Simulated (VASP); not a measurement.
# Ge in VASP: single point with PBE

Aim: the single point of Ge with PBE.

All numbers are computed with VASP 6.6.1; they aren't measurements. Logs are shortened: lines on timing, memory, paths and dates and some standing lists are left out, and cuts for length are marked.

### 1 The cell of the first run

The cell holds a slab with vacuum, 2 atoms: a = 3.947 Å, b = 3.947 Å, c = 24.080 Å, α = 90.00°, β = 90.00°, γ = 120.00°.

### 2 Single point, PBE, non-collinear spin, zero start, spin-orbit coupling

Contents of INCAR:

```
SYSTEM = Ge
PREC     = Accurate       ! precision mode
ENCUT    = 520            ! plane-wave cutoff, eV
EDIFF    = 1E-6           ! SCF threshold, eV
ISMEAR   = 0              ! smearing method
SIGMA    = 0.04           ! smearing width, eV
LREAL    = .False.        ! projectors in reciprocal space
LASPH    = .True.         ! aspherical terms in the spheres
NELM     = 150            ! most SCF steps
ALGO     = Normal         ! electronic algorithm
ISIF     = 2              ! what is computed and relaxed
LWAVE    = .False.        ! write WAVECAR
LCHARG   = .False.        ! write CHGCAR
MAGMOM   = 0 0 0 0 0 0    ! initial moments
LORBIT   = 11             ! projections on sites
LSORBIT  = .True.         ! spin-orbit coupling
GGA_COMPAT= .False.      
LORBMOM  = .True.       
LDIPOL   = .True.       
IDIPOL   = 3            
DIPOL    = 0.5 0.5 0.664
GGA      = PE             ! functional
NBANDS   = 40             ! bands
```

Contents of KPOINTS:

```
regular mesh
0
Gamma
  12 12 1
  0 0 0
```

Contents of POSCAR:

```
Ge
1.0
    3.9474319337      0.0000000000      0.0000000000
   -1.9737159669      3.4185763343      0.0000000000
    0.0000000000      0.0000000000     24.0800000000
Ge
2
Direct
    0.0000000000      0.0000000000      0.6492551787
    0.3333333333      0.6666666667      0.6794418623
```

Potentials or basis: VASP PAW PBE potentials, release 64 (Ge_d).

Run with:

```
$ cat potpaw_PBE.64/Ge_d/POTCAR > POTCAR
$ mpirun -np 1 vasp_ncl > vasp.out
```

OUTCAR:

```text
SYSTEM = Ge
   PREC = Accurate
   ENCUT = 520
   EDIFF = 1E-6
   ISMEAR = 0
   LREAL = .False.
   LASPH = .True.
   NELM = 150
   ISIF = 2
   LORBIT = 11
   LSORBIT = .True.
   GGA = PE

 ion  position               nearest neighbor table
   1  0.000  0.000  0.649-   2 2.39   2 2.39   2 2.39
   2  0.333  0.667  0.679-   1 2.39   1 2.39   1 2.39

  LATTYP: Found a hexagonal cell.
 ALAT       =     3.9474319337
 C/A-ratio  =     6.1001685157

  Lattice vectors:

 A1 = (   3.9474319337,   0.0000000000,   0.0000000000)
 A2 = (  -1.9737159669,   3.4185763343,   0.0000000000)
 A3 = (   0.0000000000,   0.0000000000,  24.0800000000)

Analysis of symmetry for initial positions (statically):
=====================================================================
 Subroutine PRICEL returns:
 Original cell was already a primitive cell.

 Routine SETGRP: Setting up the symmetry group for a
 hexagonal supercell.

 Subroutine GETGRP returns: Found 12 space group operations
 (whereof  6 operations were pure point group operations)
 out of a pool of 24 trial point group operations.

The static configuration has the point symmetry C_3v.
 The point group associated with its full space group is D_3d.

Analysis of symmetry for dynamics (positions and initial velocities):
=====================================================================
 Subroutine PRICEL returns:
 Original cell was already a primitive cell.

 Routine SETGRP: Setting up the symmetry group for a
 hexagonal supercell.

 Subroutine GETGRP returns: Found 12 space group operations
 (whereof  6 operations were pure point group operations)
 out of a pool of 24 trial point group operations.

The dynamic configuration has the point symmetry C_3v.
 The point group associated with its full space group is D_3d.

Analysis of structural, dynamic, and magnetic symmetry:
=====================================================================
 Subroutine PRICEL returns:
 Original cell was already a primitive cell.

 Routine SETGRP: Setting up the symmetry group for a
 hexagonal supercell.

 Subroutine GETGRP returns: Found 12 space group operations
 (whereof  6 operations were pure point group operations)
 out of a pool of 24 trial point group operations.

The overall configuration has the point symmetry C_3v.
 The point group associated with its full space group is D_3d.
[... 996 lines left out ...]
      0.00000      0.00000     15.63406         0.000000     -0.000000      0.045343
     -0.00000      2.27905     16.36096        -0.000000      0.000000     -0.045343
 -----------------------------------------------------------------------------------
    total drift:                                0.000000     -0.000000     -0.000230

  FREE ENERGIE OF THE ION-ELECTRON SYSTEM (eV)
  ---------------------------------------------------
  free  energy   TOTEN  =        -8.0637805592 eV

  energy  without entropy=       -8.0632136363  energy(sigma->0) =       -8.06349710

 vacuum level on the upper side and lower side of the slab         1.258         1.258

 orbital moment (x)

 # of ion     p       d       tot
 ----------------------------------------
  1        -0.000  -0.000  -0.000
  2        -0.000   0.000  -0.000
 ----------------------------------------
           -0.000   0.000  -0.000

 orbital moment (y)

 # of ion     p       d       tot
 ----------------------------------------
  1         0.000   0.000   0.000
  2        -0.000   0.000   0.000
 ----------------------------------------
           -0.000   0.000   0.000

 orbital moment (z)

 # of ion     p       d       tot
 ----------------------------------------
  1         0.000  -0.000  -0.000
  2         0.000  -0.000  -0.000
 ----------------------------------------
            0.000  -0.000  -0.000

 Spin-Orbit-Coupling matrix elements

 Ion:    1  E_soc:     -0.0195456
 l=   1
     0.0000000    -0.0023596    -0.0022135
    -0.0023596     0.0000000    -0.0023596
    -0.0022135    -0.0023596     0.0000000
 l=   2
     0.0000000    -0.0001898     0.0000000    -0.0001898    -0.0007622
    -0.0001898     0.0000000    -0.0005652    -0.0001882    -0.0001898
     0.0000000    -0.0005652     0.0000000    -0.0005652     0.0000000
    -0.0001898    -0.0001882    -0.0005652     0.0000000    -0.0001898
    -0.0007622    -0.0001898     0.0000000    -0.0001898     0.0000000
 l=   3
     0.0000000     0.0000000     0.0000000     0.0000000     0.0000000     0.0000000     0.0000000
     0.0000000     0.0000000     0.0000000     0.0000000     0.0000000     0.0000000     0.0000000
     0.0000000     0.0000000     0.0000000     0.0000000     0.0000000     0.0000000     0.0000000
     0.0000000     0.0000000     0.0000000     0.0000000     0.0000000     0.0000000     0.0000000
     0.0000000     0.0000000     0.0000000     0.0000000     0.0000000     0.0000000     0.0000000
     0.0000000     0.0000000     0.0000000     0.0000000     0.0000000     0.0000000     0.0000000
     0.0000000     0.0000000     0.0000000     0.0000000     0.0000000     0.0000000     0.0000000

 Ion:    2  E_soc:     -0.0195456
 l=   1
     0.0000000    -0.0023596    -0.0022135
    -0.0023596     0.0000000    -0.0023596
    -0.0022135    -0.0023596     0.0000000
 l=   2
     0.0000000    -0.0001898     0.0000000    -0.0001898    -0.0007622
    -0.0001898     0.0000000    -0.0005652    -0.0001882    -0.0001898
     0.0000000    -0.0005652     0.0000000    -0.0005652     0.0000000
    -0.0001898    -0.0001882    -0.0005652     0.0000000    -0.0001898
    -0.0007622    -0.0001898     0.0000000    -0.0001898     0.0000000
 l=   3
     0.0000000     0.0000000     0.0000000     0.0000000     0.0000000     0.0000000     0.0000000
     0.0000000     0.0000000     0.0000000     0.0000000     0.0000000     0.0000000     0.0000000
     0.0000000     0.0000000     0.0000000     0.0000000     0.0000000     0.0000000     0.0000000
     0.0000000     0.0000000     0.0000000     0.0000000     0.0000000     0.0000000     0.0000000
     0.0000000     0.0000000     0.0000000     0.0000000     0.0000000     0.0000000     0.0000000
     0.0000000     0.0000000     0.0000000     0.0000000     0.0000000     0.0000000     0.0000000
     0.0000000     0.0000000     0.0000000     0.0000000     0.0000000     0.0000000     0.0000000

 total charge

# of ion       s       p       d       tot
------------------------------------------
    1        1.181   1.176  10.012  12.368
    2        1.181   1.176  10.012  12.368
--------------------------------------------------
tot          2.361   2.351  20.023  24.736

 magnetization (x)

# of ion       s       p       d       tot
------------------------------------------
    1        0.000  -0.000   0.000  -0.000
    2        0.000  -0.000   0.000  -0.000
--------------------------------------------------
tot          0.000  -0.000   0.000  -0.000

 magnetization (y)

# of ion       s       p       d       tot
------------------------------------------
    1        0.000   0.000   0.000   0.000
    2        0.000   0.000   0.000   0.000
--------------------------------------------------
tot          0.000   0.000   0.000   0.000

 magnetization (z)

# of ion       s       p       d       tot
------------------------------------------
    1        0.000  -0.000   0.000  -0.000
    2        0.000  -0.000  -0.000  -0.000
--------------------------------------------------
tot          0.000  -0.000   0.000  -0.000
```

stdout:

```text
POSCAR found type information on POSCAR Ge
 POSCAR found :  1 types and       2 ions
 scaLAPACK will be used
 LDA part: xc-table for (Slater+PW92), standard interpolation
 POSCAR, INCAR and KPOINTS ok, starting setup
 FFT: planning ... GRIDC
 FFT: planning ... GRID_SOFT
 FFT: planning ... GRID
 WAVECAR not read
 entering main loop
```

Run time: 9.5 min. Hardware: 1 thread of Intel Xeon 6975P-C (Granite Rapids), shared host; peak memory 1.1 GiB.

Results:

| Quantity | Value |
| --- | --- |
| Free energy | -8.0638 eV |
| Largest force | 0.045 eV/Å |
| Net moment | 0.00 μB per cell |
| Valence electrons inside the program's atomic spheres | Ge 12.37 |

Forces on the atoms (eV/Å):
```
Ge   0.000  0.000  0.045
Ge   0.000  0.000 -0.045
```

Moments on the atoms (μB; x, y, z):
```
Ge  0.00 0.00 0.00
Ge  0.00 0.00 0.00
```
